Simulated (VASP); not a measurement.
# Zn (P6_3/mmc) in VASP: a series of runs

Zn is run at these levels: HSE06, revPBE, PBE0+D3(BJ), r2SCAN50; tasks: single point.

Program: VASP 6.6.1. These are calculated values, not measurements. Logs are shortened: lines on timing, memory, paths and dates and some standing lists are left out, and cuts for length are marked.

### 1 The cell of the first run

The structure is hexagonal, space group P6_3/mmc (No. 194). The conventional cell has a = 2.670 Å, b = 2.670 Å, c = 4.966 Å, α = 90.00°, β = 90.00°, γ = 120.00°. Zn (site symmetry -6m2) has 12 Zn at 2.67 to 2.92 Å within 3.5 Å.

### 2 Single point, HSE06

File POSCAR:

```
Zn
1.0
    2.6700000000      0.0000000000      0.0000000000
   -1.3350000000      2.3122878281      0.0000000000
    0.0000000000      0.0000000000      4.9660000000
Zn
2
Direct
    0.6666666667      0.3333333333      0.7500000000
    0.3333333333      0.6666666667      0.2500000000
```

File INCAR.step1:

```
SYSTEM = Zn
PREC = Accurate ; ENCUT = 520
EDIFF = 1E-5 ; ISMEAR = -1
SIGMA = 0.05 ; LREAL = .False.
LASPH = .True. ; NELM = 60
ALGO = Normal ; ISIF = 2
LWAVE = .True. ; LCHARG = .False.
GGA = PE ; NBANDS = 19
```

File INCAR.step2:

```
SYSTEM = Zn
PREC = Accurate ; ENCUT = 520
EDIFF = 1E-6 ; ISMEAR = -1
SIGMA = 0.05 ; LREAL = .False.
LASPH = .True. ; NELM = 60
ALGO = Normal ; ISIF = 2
LWAVE = .False. ; LCHARG = .False.
GGA = PE ; LHFCALC = .True.
HFSCREEN = 0.2079 ; PRECFOCK = Normal
ISTART = 1 ; NBANDS = 19
```

File KPOINTS:

```
regular mesh
0
Gamma
  6 6 3
  0 0 0
```

Potentials or basis: VASP PAW PBE potentials, release 64 (Zn).

On the command line:

```sh
$ cat potpaw_PBE.64/Zn/POTCAR > POTCAR
$ cp INCAR.step1 INCAR
$ mpirun -np 1 vasp_std > vasp.out
$ cp INCAR.step2 INCAR
$ mpirun -np 1 vasp_std > vasp.out
```

OUTCAR:

```text
SYSTEM = Zn
   PREC = Accurate
   ENCUT = 520
   EDIFF = 1E-6
   ISMEAR = -1
   LREAL = .False.
   LASPH = .True.
   NELM = 60
   ISIF = 2
   GGA = PE
   LHFCALC = .True.
   HFSCREEN = 0.2079
   PRECFOCK = Normal
   ISTART = 1

 ion  position               nearest neighbor table
   1  0.667  0.333  0.750-   2 2.92   2 2.92   2 2.92   2 2.92   2 2.92   2 2.92
   2  0.333  0.667  0.250-   1 2.92   1 2.92   1 2.92   1 2.92   1 2.92   1 2.92

  LATTYP: Found a hexagonal cell.
 ALAT       =     2.6700000000
 C/A-ratio  =     1.8599250936

  Lattice vectors:

 A1 = (   2.6700000000,   0.0000000000,   0.0000000000)
 A2 = (  -1.3350000000,   2.3122878281,   0.0000000000)
 A3 = (   0.0000000000,   0.0000000000,   4.9660000000)

Analysis of symmetry for initial positions (statically):
=====================================================================
 Subroutine PRICEL returns:
 Original cell was already a primitive cell.

 Routine SETGRP: Setting up the symmetry group for a
 hexagonal supercell.

 Subroutine GETGRP returns: Found 24 space group operations
 (whereof 12 operations were pure point group operations)
 out of a pool of 24 trial point group operations.

The static configuration has the point symmetry D_3d.
 The point group associated with its full space group is D_6h.

Analysis of symmetry for dynamics (positions and initial velocities):
=====================================================================
 Subroutine PRICEL returns:
 Original cell was already a primitive cell.

 Routine SETGRP: Setting up the symmetry group for a
 hexagonal supercell.

 Subroutine GETGRP returns: Found 24 space group operations
 (whereof 12 operations were pure point group operations)
 out of a pool of 24 trial point group operations.

The dynamic configuration has the point symmetry D_3d.
 The point group associated with its full space group is D_6h.

 Subroutine INISYM returns: Found 24 space group operations
 (whereof 12 operations are pure point group operations),
 and found     1 'primitive' translations

----------------------------------------------------------------------------------------

                                     Primitive cell

  volume of cell :      30.6591

  direct lattice vectors                    reciprocal lattice vectors
     2.670000000  0.000000000  0.000000000     0.374531835  0.216236056  0.000000000
    -1.335000000  2.312287828  0.000000000     0.000000000  0.432472112  0.000000000
     0.000000000  0.000000000  4.966000000     0.000000000  0.000000000  0.201369311

  length of vectors
     2.670000000  2.670000000  4.966000000     0.432472112  0.432472112  0.201369311

  position of ions in fractional coordinates (direct lattice)
     0.666666667  0.333333333  0.750000000
     0.333333333  0.666666667  0.250000000

  ion indices of the primitive-cell ions
   primitive index   ion index
                 1           1
                 2           2

----------------------------------------------------------------------------------------

 KPOINTS: regular mesh

Automatic generation of k-mesh.
 Grid dimensions read from file:
 generate k-points for:    6    6    3

 Generating k-lattice:

  Cartesian coordinates                     Fractional coordinates (reciprocal lattice)
     0.062421973  0.036039343  0.000000000     0.166666667  0.000000000  0.000000000
     0.000000000  0.072078685  0.000000000     0.000000000  0.166666667  0.000000000
     0.000000000  0.000000000  0.067123104     0.000000000  0.000000000  0.333333333

  Length of vectors
     0.072078685  0.072078685  0.067123104

  Shift w.r.t. Gamma in fractional coordinates (k-lattice)
     0.000000000  0.000000000  0.000000000

 Subroutine IBZKPT returns following result:
 ===========================================

 Found     14 irreducible k-points:

 Following reciprocal coordinates:
            Coordinates               Weight
  0.000000  0.000000  0.000000      1.000000
  0.166667  0.000000  0.000000      6.000000
  0.333333  0.000000  0.000000      6.000000
  0.500000  0.000000  0.000000      3.000000
  0.166667  0.166667  0.000000      6.000000
  0.333333  0.166667  0.000000     12.000000
  0.333333  0.333333  0.000000      2.000000
  0.000000  0.000000  0.333333      2.000000
  0.166667  0.000000  0.333333     12.000000
  0.333333  0.000000  0.333333     12.000000
  0.500000  0.000000  0.333333      6.000000
  0.166667  0.166667  0.333333     12.000000
  0.333333  0.166667  0.333333     24.000000
  0.333333  0.333333  0.333333      4.000000
   k-points           NKPTS =     14   k-points in BZ     NKDIM =    108   number of bands    NBANDS=     19
   number of dos      NEDOS =    301   number of ions     NIONS =      2
   total plane-waves  NPLWV =  16000
   dimension x,y,z NGX =    20 NGY =   20 NGZ =   40
   dimension x,y,z NGXF=    40 NGYF=   40 NGZF=   80
   ions per type =               2
   NGX,Y,Z   is equivalent  to a cutoff of  12.45, 12.45, 13.39 a.u.
   NGXF,Y,Z  is equivalent  to a cutoff of  24.91, 24.91, 26.78 a.u.
 SYSTEM =  Zn
   PREC   = accura    normal or accurate (medium, high low for compatibility)
   ISTART =      1    job   : 0-new  1-cont  2-samecut
   ICHARG =      0    charge: 1-file 2-atom 10-const
   ISPIN  =      1    spin polarized calculation?
   LNONCOLLINEAR =      F non collinear calculations
   LSORBIT =      F    spin-orbit coupling
   LASPH  =      T    aspherical Exc in radial PAW
   ENCUT  =  520.0 eV  38.22 Ry    6.18 a.u.   4.96  4.96  9.23*2*pi/ulx,y,z
   NELM   =     60;   NELMIN=  2; NELMDL=  0     # of ELM steps
   EDIFF  = 0.1E-05   stopping-criterion for ELM
   LREAL  =      F    real-space projection
   EDIFFG = 0.1E-04   stopping-criterion for IOM
   NSW    =      0    number of steps for IOM
   IBRION =     -1    ionic relax: 0-MD 1-quasi-New 2-CG
   NFREE  =      0    steps in history (QN), initial steepest desc. (CG)
   ISIF   =      2    stress and relaxation
   ISYM   =      3    0-nonsym 1-usesym 2-fastsym
   POTIM  = 0.5000    time-step for ionic-motion
   TEBEG  =    0.0;   TEEND  =   0.0 temperature during run
   PSTRESS=    0.0 pullay stress
   NELECT =      24.0000    total number of electrons
   NUPDOWN=      -1.0000    fix difference up-down
   EMIN   =  10.00;   EMAX   =-10.00  energy-range for DOS
   EFERMI =   0.00;   METHOD = LEGACY
   ISMEAR =    -1;   SIGMA  =   0.05  broadening in eV -4-tet -1-fermi 0-gaus
   EFERMI_NEDOS =   21; number of points for ismear=-14 and -15
   IALGO  =     38    algorithm
   IMIX   =      1    mixing-type and parameters
     AMIX     =   0.40;   BMIX     =  1.00
     AMIX_MAG =   1.60;   BMIX_MAG =  1.00
  volume/ion in A,a.u.               =      15.33       103.45
  Fermi-wavevector in a.u.,A,eV,Ry     =   1.508778  2.851177 30.972445  2.276410
  Thomas-Fermi vector in A             =   2.619187
   LORBIT       =      0    0 simple, 1 ext, 2 COOP (PROOUT), +10 PAW based schemes
   GGA     = PE    functional components
   LHFCALC =     T    Hartree Fock is set to
   PRECFOCK=normal    Normal, Fast or Accurate (Low or Medium for compatibility)
   ENCUT4O =  -1.0   cutoff for four orbital integrals eV
   NKREDX  =     1    reduce k-point grid by
   NKREDY  =     1    reduce k-point grid by
   NKREDZ  =     1    reduce k-point grid by
   AEXX    =    0.2500 exact exchange contribution
   HFSCREEN=    0.2079 screening length (either q_TF or 0.3 A-1)
   HFSCREENC=   0.2079 screening length for correlation (either q_TF or 0.3 A-1)
   ENCUTFOCK=  -1.0 apply spherical cutoff to Coloumb kernel
   IVDW    =     0    specifies the selected vdW correction
   LEPSILON=     F    determine dielectric tensor
   LRPA    =     F    only Hartree local field effects (RPA)
 non-spin polarized calculation
  energy-cutoff  :      520.00
  volume of cell :       30.66
 maximum number of plane-waves:       855
 NGX is ok and might be reduce to    20
  NGX = 16; NGY = 16; NGZ = 28

 number of electron      24.0000011 magnetization

 Free energy of the ion-electron system (eV)
  ---------------------------------------------------
  ext. energy  EPLUGINS =         0.00000000
  ---------------------------------------------------
  free energy    TOTEN  =        -2.49837827 eV

  energy without entropy =       -2.49492434  energy(sigma->0) =       -2.49665130

 E-fermi :   3.3903     XC(G=0):  -9.4100

 val. band max:        3.3152195220   @ k =   0.3333   0.0000   0.0000
 cond. band min:       3.6340844390   @ k =   0.3333   0.1667   0.0000
 fundamental gap:      0.3188649170
 Fermi energy:         3.3902871003

 k-point     1 :       0.0000    0.0000    0.0000
  band No.  band energies     occupation
      1      -8.6367      2.00000
      2      -7.6316      2.00000
      3      -7.1093      2.00000
      4      -6.8919      2.00000
      5      -6.8919      2.00000
      6      -6.8442      2.00000
[... 11 lines left out ...]
     18      23.2221      0.00000
     19      23.2442      0.00000

 k-point     2 :       0.1667    0.0000    0.0000
  band No.  band energies     occupation
      1      -7.7694      2.00000
      2      -7.3944      2.00000
      3      -7.0579      2.00000
      4      -6.9250      2.00000
      5      -6.8249      2.00000
      6      -6.7196      2.00000
[... 11 lines left out ...]
     18      20.2709      0.00000
     19      21.1430      0.00000

 k-point     3 :       0.3333    0.0000    0.0000
  band No.  band energies     occupation
      1      -7.4779      2.00000
      2      -7.3490      2.00000
      3      -7.1722      2.00000
      4      -6.8172      2.00000
      5      -6.7801      2.00000
      6      -6.6908      2.00000
[... 11 lines left out ...]
     18      18.7471      0.00000
     19      20.7450      0.00000

 k-point     4 :       0.5000    0.0000    0.0000
  band No.  band energies     occupation
      1      -7.5989      2.00000
      2      -7.4561      2.00000
      3      -7.3489      2.00000
      4      -6.8839      2.00000
      5      -6.7427      2.00000
      6      -6.6878      2.00000
[... 187 lines left out ...]
     18      14.1215      0.00000
     19      22.3583      0.00000

 k-point    13 :       0.3333    0.1667    0.3333
  band No.  band energies     occupation
      1      -7.3401      2.00000
      2      -7.2911      2.00000
      3      -7.1413      2.00000
      4      -7.1205      2.00000
      5      -6.7913      2.00000
      6      -6.5588      2.00000
[... 11 lines left out ...]
     18      15.0634      0.00000
     19      18.2229      0.00000

 k-point    14 :       0.3333    0.3333    0.3333
  band No.  band energies     occupation
      1      -7.0982      2.00000
      2      -7.0950      2.00000
      3      -7.0950      2.00000
      4      -6.9241      2.00000
      5      -6.8152      2.00000
      6      -6.8152      2.00000
[... 11 lines left out ...]
     18      14.5130      0.00000
     19      15.6668      0.00000

------------------------ aborting loop because EDIFF is reached ----------------------------------------

  FORCE on cell =-STRESS in cart. coord.  units (eV):
  Direction    XX          YY          ZZ          XY          YZ          ZX
  --------------------------------------------------------------------------------------
  -------------------------------------------------------------------------------------
  Total       -0.5373858     -0.5373858      0.8903771     -0.0000000      0.0000000      0.0000000
  in kB      -28.0825744    -28.0825744     46.5291054     -0.0000000      0.0000000      0.0000000
  external PRESSURE =      -3.2120144 kB  Pullay stress =       0.0000000 kB

 VOLUME and BASIS-vectors are now :
 -----------------------------------------------------------------------------
  energy-cutoff  :      520.00
  volume of cell :       30.66
      direct lattice vectors                 reciprocal lattice vectors
     2.670000000  0.000000000  0.000000000     0.374531835  0.216236056  0.000000000
    -1.335000000  2.312287828  0.000000000     0.000000000  0.432472112  0.000000000
     0.000000000  0.000000000  4.966000000     0.000000000  0.000000000  0.201369311

 POSITION                                       TOTAL-FORCE (eV/Angst)
 -----------------------------------------------------------------------------------
      1.33500      0.77076      3.72450        -0.000000      0.000000     -0.000000
     -0.00000      1.54153      1.24150         0.000000     -0.000000      0.000000
 -----------------------------------------------------------------------------------
    total drift:                                0.000000      0.000001      0.000000

  FREE ENERGIE OF THE ION-ELECTRON SYSTEM (eV)
  ---------------------------------------------------
  free  energy   TOTEN  =        -2.4983782741 eV

  energy  without entropy=       -2.4949243352  energy(sigma->0) =       -2.49665130
```

Run time: 22 min. Hardware: 1 thread of AMD EPYC 7R13 (Zen 3), shared host; peak memory 0.21 GiB.

What came out:

```
Free energy            : -2.4984 eV
Pressure               : -0.3 GPa
Band gap on the k mesh : zero (bands 12 and 13 overlap by 4.28 eV)
```

Stress tensor (GPa, compression positive):
```
-2.81  0.00  0.00
 0.00 -2.81  0.00
 0.00  0.00  4.65
```

Levels at points of the mesh, in eV from the Fermi level:
```tsv
k point	band 10	band 11	band 12	band 13	band 14	band 15
(0.00, 0.00, 0.00)	-9.69	-9.69	-4.48	-4.00	14.22	17.73
(0.50, 0.00, 0.00)	-9.47	-3.57	-2.82	2.68	3.57	4.34
```

Caveat: the k points lie up to 0.45 Å⁻¹ apart, too coarse for converged energies and pressures of a metal; the PAW data sets were made with another functional, which shifts forces and pressure a little.

### 3 Single point, revPBE

File INCAR:

```
SYSTEM = Zn
  PREC = Accurate
  ENCUT = 500
  EDIFF = 1E-6
  ISMEAR = -5
  SIGMA = 0.05
  LREAL = .FALSE.
  LASPH = .TRUE.
  NELM = 120
  ALGO = Normal
  ISIF = 2
  LWAVE = .FALSE.
  LCHARG = .TRUE.
  GGA = RE
  LELF = .TRUE.
  LVHAR = .TRUE.
  NBANDS = 19
  GGA_COMPAT = .FALSE.
```

File KPOINTS:

```
Automatic mesh
0
G
  11 11 6
  0 0 0
```

POSCAR is that of step 2.

Potentials or basis: VASP PAW PBE potentials, release 64 (Zn).

On the command line:

```sh
$ cat potpaw_PBE.64/Zn/POTCAR > POTCAR
$ mpirun -np 1 vasp_std > vasp.out
```

It took 11 s on 1 thread of Intel Xeon 6975P-C (Granite Rapids), shared host; peak memory 0.15 GiB.

It converged, with:

| Quantity | Value |
| --- | --- |
| Free energy | -1.6137 eV |
| Pressure | 1.8 GPa |
| Band gap on the k mesh | zero (bands 12 and 13 overlap by 4.76 eV) |

Stress tensor (GPa, compression positive):
```
 2.79  0.00  0.00
 0.00  2.79  0.00
 0.00  0.00 -0.20
```

Levels at points of the mesh, in eV from the Fermi level:
| k point | band 10 | band 11 | band 12 | band 13 | band 14 | band 15 |
| --- | --- | --- | --- | --- | --- | --- |
| (0.00, 0.00, 0.00) | -6.91 | -6.91 | -3.44 | -2.86 | 13.69 | 17.28 |
| (0.00, 0.00, 0.50) | -6.99 | -6.99 | -6.99 | 4.72 | 4.72 | 18.87 |

Caveat: the PAW data sets were made with another functional, which shifts forces and pressure a little; tetrahedron occupations give inexact forces and stress in metals.

### 4 Single point, PBE0+D3(BJ)

POSCAR is that of step 3.

File INCAR.step1:

```
SYSTEM = Zn
PREC     = Accurate       ! precision mode
ENCUT    = 520            ! plane-wave cutoff, eV
EDIFF    = 1E-5           ! SCF threshold, eV
ISMEAR   = -1             ! smearing method
SIGMA    = 0.05           ! smearing width, eV
LREAL    = .False.        ! projectors in reciprocal space
LASPH    = .True.         ! aspherical terms in the spheres
NELM     = 60             ! most SCF steps
ALGO     = Normal         ! electronic algorithm
ISIF     = 2              ! what is computed and relaxed
LWAVE    = .True.         ! write WAVECAR
LCHARG   = .False.        ! write CHGCAR
NBANDS   = 19             ! bands
GGA      = PE             ! functional
```

File INCAR.step2:

```
SYSTEM = Zn
PREC     = Accurate       ! precision mode
ENCUT    = 520            ! plane-wave cutoff, eV
EDIFF    = 1E-7           ! SCF threshold, eV
ISMEAR   = -1             ! smearing method
SIGMA    = 0.05           ! smearing width, eV
LREAL    = .False.        ! projectors in reciprocal space
LASPH    = .True.         ! aspherical terms in the spheres
NELM     = 60             ! most SCF steps
ALGO     = Normal         ! electronic algorithm
ISIF     = 2              ! what is computed and relaxed
LWAVE    = .False.        ! write WAVECAR
LCHARG   = .False.        ! write CHGCAR
GGA      = PE             ! functional
LHFCALC  = .True.         ! exact exchange
AEXX     = 0.25           ! exact-exchange fraction
PRECFOCK = Normal       
IVDW     = 12             ! dispersion correction
NBANDS   = 19             ! bands
ISTART   = 1
```

File KPOINTS:

```
Automatic mesh
0
Gamma
  7 7 4
  0 0 0
```

On the command line:

```sh
$ cat potpaw_PBE.64/Zn/POTCAR > POTCAR
$ cp INCAR.step1 INCAR
$ mpirun -np 1 vasp_std > vasp.out
$ cp INCAR.step2 INCAR
$ mpirun -np 1 vasp_std > vasp.out
```

Wall time 64 min (1 thread of Intel Xeon Platinum 8559C (Emerald Rapids), shared host); peak memory 0.16 GiB.

Results (log left out):

| Item | Value |
| --- | --- |
| Free energy | -3.5039 eV |
| Pressure | -5.9 GPa |
| Band gap on the k mesh | zero (bands 12 and 13 overlap by 5.78 eV) |
| Dispersion energy per atom | -0.428 eV |

Stress tensor (GPa, compression positive):
```
-6.42  0.00  0.00
 0.00 -6.42  0.00
 0.00  0.00 -4.76
```

Levels at points of the mesh, in eV from the Fermi level:
| k point | band 10 | band 11 | band 12 | band 13 | band 14 | band 15 |
| --- | --- | --- | --- | --- | --- | --- |
| (0.00, 0.00, 0.00) | -9.67 | -9.67 | -4.33 | -3.85 | 15.06 | 18.58 |
| (0.00, 0.00, 0.50) | -9.76 | -9.70 | -9.70 | 5.53 | 5.53 | 20.47 |

Caveat: the k points lie up to 0.39 Å⁻¹ apart, too coarse for converged energies and pressures of a metal; the PAW data sets were made with another functional, which shifts forces and pressure a little.

[end of part 1 of 2]
